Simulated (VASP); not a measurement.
# ZnSnP2 (I-42d) in VASP: relaxation of cell and atoms with LDA

Aim: the relaxation of cell and atoms of ZnSnP2 with LDA.

Program: VASP 6.6.1. These are calculated values, not measurements. Logs are shortened: lines on timing, memory, paths and dates and some standing lists are left out, and cuts for length are marked.

## 1. The cell of the first run

It takes space group I-42d (No. 122, tetragonal). Conventional cell: a = 5.702 Å, b = 5.702 Å, c = 11.434 Å, α = 90.00°, β = 90.00°, γ = 90.00°. Within 3.2 Å of Zn (site symmetry -4) lie 4 P at 2.40 Å. Sn (site symmetry -4) has 4 P at 2.55 Å within 3.4 Å. P (site symmetry 2) has 2 Zn at 2.40 Å and 2 Sn at 2.55 Å within 3.2 Å.

## 2. Relaxation of cell and atoms, LDA

File INCAR:

```
PREC = Accurate
ENCUT = 500
EDIFF = 1E-7
ISMEAR = -1
SIGMA = 0.02
LREAL = F
LASPH = T
NELM = 120
ALGO = Normal
ISIF = 3
LWAVE = F
LCHARG = F
GGA = CA
IBRION = 2
NSW = 80
EDIFFG = -0.005
GGA_COMPAT = F
NELMIN = 4
```

File KPOINTS:

```
Automatic mesh
0
Gamma
  6 6 6
```

File POSCAR:

```
ZnSnP2
1.0
   -2.8511251118      2.8511251118      5.7168577725
    2.8511251118     -2.8511251118      5.7168577725
    2.8511251118      2.8511251118     -5.7168577725
Zn Sn P
2 2 4
Direct
    0.7500000000      0.2500000000      0.5000000000
    0.0000000000      0.0000000000      0.0000000000
    0.2500000000      0.7500000000      0.5000000000
    0.5000000000      0.5000000000      0.0000000000
    0.3750000000      0.3527945212      0.4777945212
    0.6472054788      0.1250000000      0.0222054788
    0.1027945212      0.6250000000      0.9777945212
    0.8750000000      0.8972054788      0.5222054788
```

Potentials or basis: VASP PAW LDA potentials, release 64 (Zn, Sn_d, P).

Run with:

```sh
$ cat potpaw_LDA.64/Zn/POTCAR potpaw_LDA.64/Sn_d/POTCAR potpaw_LDA.64/P/POTCAR > POTCAR
$ mpirun -np 1 vasp_std > vasp.out
```

OUTCAR:

```text
PREC = Accurate
   ENCUT = 500
   EDIFF = 1E-7
   ISMEAR = -1
   LREAL = F
   LASPH = T
   NELM = 120
   ISIF = 3
   GGA = CA
   IBRION = 2
   NSW = 80
   EDIFFG = -0.005
   NELMIN = 4

 ion  position               nearest neighbor table
   1  0.750  0.250  0.500-   7 2.40   6 2.40   5 2.40   8 2.40
   2  0.000  0.000  0.000-   5 2.40   6 2.40   7 2.40   8 2.40
   3  0.250  0.750  0.500-   6 2.55   5 2.55   8 2.55   7 2.55
   4  0.500  0.500  0.000-   8 2.55   6 2.55   7 2.55   5 2.55
   5  0.375  0.353  0.478-   2 2.40   1 2.40   4 2.55   3 2.55
   6  0.647  0.125  0.022-   1 2.40   2 2.40   4 2.55   3 2.55
   7  0.103  0.625  0.978-   1 2.40   2 2.40   3 2.55   4 2.55
   8  0.875  0.897  0.522-   1 2.40   2 2.40   3 2.55   4 2.55

  LATTYP: Found a body centered tetragonal cell.
 ALAT       =     5.7022502236
 C/A-ratio  =     2.0051234331

  Lattice vectors:

 A1 = (  -2.8511251118,   2.8511251118,   5.7168577725)
 A2 = (   2.8511251118,  -2.8511251118,   5.7168577725)
 A3 = (   2.8511251118,   2.8511251118,  -5.7168577725)

Analysis of symmetry for initial positions (statically):
=====================================================================
 Subroutine PRICEL returns:
 Original cell was already a primitive cell.

 Routine SETGRP: Setting up the symmetry group for a
 body centered tetragonal supercell.

 Subroutine GETGRP returns: Found  8 space group operations
 (whereof  4 operations were pure point group operations)
 out of a pool of 16 trial point group operations.

The static configuration has the point symmetry S_4 .
 The point group associated with its full space group is D_2d.

Analysis of symmetry for dynamics (positions and initial velocities):
=====================================================================
 Subroutine PRICEL returns:
 Original cell was already a primitive cell.

 Routine SETGRP: Setting up the symmetry group for a
 body centered tetragonal supercell.

 Subroutine GETGRP returns: Found  8 space group operations
 (whereof  4 operations were pure point group operations)
 out of a pool of 16 trial point group operations.

The dynamic configuration has the point symmetry S_4 .
 The point group associated with its full space group is D_2d.

 Subroutine INISYM returns: Found  8 space group operations
 (whereof  4 operations are pure point group operations),
 and found     1 'primitive' translations

----------------------------------------------------------------------------------------

                                     Primitive cell

  volume of cell :     185.8874

  direct lattice vectors                    reciprocal lattice vectors
    -2.851125112  2.851125112  5.716857773     0.000000000  0.175369365  0.087460633
[... 86 lines left out ...]
   NGX,Y,Z   is equivalent  to a cutoff of  12.83, 12.83, 12.83 a.u.
   NGXF,Y,Z  is equivalent  to a cutoff of  25.67, 25.67, 25.67 a.u.
 SYSTEM =  unknown system
   PREC   = accura    normal or accurate (medium, high low for compatibility)
   ISTART =      0    job   : 0-new  1-cont  2-samecut
   ICHARG =      2    charge: 1-file 2-atom 10-const
   ISPIN  =      1    spin polarized calculation?
   LNONCOLLINEAR =      F non collinear calculations
   LSORBIT =      F    spin-orbit coupling
   LASPH  =      T    aspherical Exc in radial PAW
   ENCUT  =  500.0 eV  36.75 Ry    6.06 a.u.  12.75 12.75 12.75*2*pi/ulx,y,z
   NELM   =    120;   NELMIN=  4; NELMDL= -5     # of ELM steps
   EDIFF  = 0.1E-06   stopping-criterion for ELM
   LREAL  =      F    real-space projection
   EDIFFG = -.5E-02   stopping-criterion for IOM
   NSW    =     80    number of steps for IOM
   IBRION =      2    ionic relax: 0-MD 1-quasi-New 2-CG
   NFREE  =      1    steps in history (QN), initial steepest desc. (CG)
   ISIF   =      3    stress and relaxation
   ISYM   =      2    0-nonsym 1-usesym 2-fastsym
   POTIM  = 0.5000    time-step for ionic-motion
   TEBEG  =    0.0;   TEEND  =   0.0 temperature during run
   PSTRESS=    0.0 pullay stress
   NELECT =      72.0000    total number of electrons
   NUPDOWN=      -1.0000    fix difference up-down
   EMIN   =  10.00;   EMAX   =-10.00  energy-range for DOS
   EFERMI =   0.00;   METHOD = LEGACY
   ISMEAR =    -1;   SIGMA  =   0.02  broadening in eV -4-tet -1-fermi 0-gaus
   EFERMI_NEDOS =   21; number of points for ismear=-14 and -15
   IALGO  =     38    algorithm
   IMIX   =      4    mixing-type and parameters
     AMIX     =   0.40;   BMIX     =  1.00
     AMIX_MAG =   1.60;   BMIX_MAG =  1.00
  volume/ion in A,a.u.               =      23.24       156.80
  Fermi-wavevector in a.u.,A,eV,Ry     =   1.193353  2.255111 19.375948  1.424092
  Thomas-Fermi vector in A             =   2.329370
   LORBIT       =      0    0 simple, 1 ext, 2 COOP (PROOUT), +10 PAW based schemes
   GGA     = CA    functional components
   LHFCALC =     F    Hartree Fock is set to
   AEXX    =    0.0000 exact exchange contribution
   IVDW    =     0    specifies the selected vdW correction
   LEPSILON=     F    determine dielectric tensor
   LRPA    =     F    only Hartree local field effects (RPA)
 conjugate gradient relaxation of ions
 non-spin polarized calculation
  energy-cutoff  :      500.00
  volume of cell :      185.89
 maximum number of plane-waves:      4757
 NGX is ok and might be reduce to    54
   NGX = 25   NGY = 25   NGZ = 25

--------------------------------------- Ionic step        1  -------------------------------------------

 number of electron      72.0000019 magnetization

 Free energy of the ion-electron system (eV)
  ---------------------------------------------------
  ext. energy  EPLUGINS =         0.00000000
  ---------------------------------------------------
  free energy    TOTEN  =       -38.10641526 eV

  energy without entropy =      -38.10641524  energy(sigma->0) =      -38.10641525

 E-fermi :   4.5069     XC(G=0):  -9.7360

 val. band max:        4.2320656807   @ k =   0.0000   0.0000   0.0000
 cond. band min:       4.7598951399   @ k =   0.0000   0.0000   0.0000
 fundamental gap:      0.5278294592
 Fermi energy:         4.5068602940

 k-point     1 :       0.0000    0.0000    0.0000
  band No.  band energies     occupation
      1     -17.2338      2.00000
      2     -17.2336      2.00000
      3     -17.2336      2.00000
      4     -17.2164      2.00000
      5     -17.2063      2.00000
      6     -17.2063      2.00000
[... 1346 lines left out ...]
--------------------------------------- Ionic step        7  -------------------------------------------

 number of electron      71.9999995 magnetization

 Free energy of the ion-electron system (eV)
  ---------------------------------------------------
  ext. energy  EPLUGINS =         0.00000000
  ---------------------------------------------------
  free energy    TOTEN  =       -38.28683901 eV

  energy without entropy =      -38.28683901  energy(sigma->0) =      -38.28683901

 E-fermi :   5.4266     XC(G=0): -10.0303

 val. band max:        4.9657331356   @ k =   0.0000   0.0000   0.0000
 cond. band min:       5.8105389804   @ k =   0.0000   0.0000   0.0000
 fundamental gap:      0.8448058448
 Fermi energy:         5.4265794021

 k-point     1 :       0.0000    0.0000    0.0000
  band No.  band energies     occupation
      1     -16.6313      2.00000
      2     -16.6309      2.00000
      3     -16.6309      2.00000
      4     -16.6089      2.00000
      5     -16.5961      2.00000
      6     -16.5961      2.00000
[... 1130 lines left out ...]
  FREE ENERGIE OF THE ION-ELECTRON SYSTEM (eV)
  ---------------------------------------------------
  free  energy   TOTEN  =       -38.2868390136 eV

  energy  without entropy=      -38.2868390135  energy(sigma->0) =      -38.28683901

 reached required accuracy - stopping structural energy minimisation
```

Run time: 49 min. Hardware: 1 thread of Intel Xeon Platinum 8259CL at 2.50GHz (Skylake/Cascade Lake), shared host; peak memory 0.45 GiB.

What came out:

| Quantity | Value |
| --- | --- |
| Free energy | -38.2868 eV |
| Relaxed volume | 21.73 Å³/atom |
| Relaxed cell | a = 6.842 Å, b = 6.842 Å, c = 6.842 Å, α = 131.92°, β = 131.92°, γ = 70.36° |
| Space group after relaxing (to 0.1 Å) | I-42d (No. 122) |
| Energy gained by relaxing | 22.6 meV/atom |
| Ionic steps | 7 |
| Pressure after relaxing | 0.0 GPa |
| Band gap on the k mesh | 0.84 eV |

The path:
```tsv
step	energy change (eV)	largest force (eV/Å)	pressure (GPa)	volume (Å³)
1	0.0000	0.0433	-4.46	185.89
2	-0.1357	0.2479	2.53	169.02
3	-0.1745	0.1773	0.01	174.10
4	-0.1788	0.0917	0.00	173.96
5	-0.1804	0.0011	0.00	173.81
6	-0.1804	0.0006	0.00	173.82
7	-0.1804	0.0001	-0.01	173.83
```

Final structure:
```cif
data_structure
_symmetry_space_group_name_H-M 'P 1'
_symmetry_Int_Tables_number 1
_cell_length_a 6.8425
_cell_length_b 6.8425
_cell_length_c 6.8425
_cell_angle_alpha 131.919
_cell_angle_beta 131.919
_cell_angle_gamma 70.357
_cell_volume 173.83
loop_
_atom_site_label
_atom_site_type_symbol
_atom_site_fract_x
_atom_site_fract_y
_atom_site_fract_z
_atom_site_occupancy
Zn1 Zn 0.75000 0.25000 0.50000 1
Zn2 Zn 0.00000 0.00000 0.00000 1
Sn1 Sn 0.25000 0.75000 0.50000 1
Sn2 Sn 0.50000 0.50000 0.00000 1
P1 P 0.37500 0.34952 0.47452 1
P2 P 0.65048 0.12500 0.02548 1
P3 P 0.09952 0.62500 0.97452 1
P4 P 0.87500 0.90048 0.52548 1
```

Caveat: spin-orbit coupling is left out, which moves the levels of the heavy elements. A k mesh can miss the band edges.
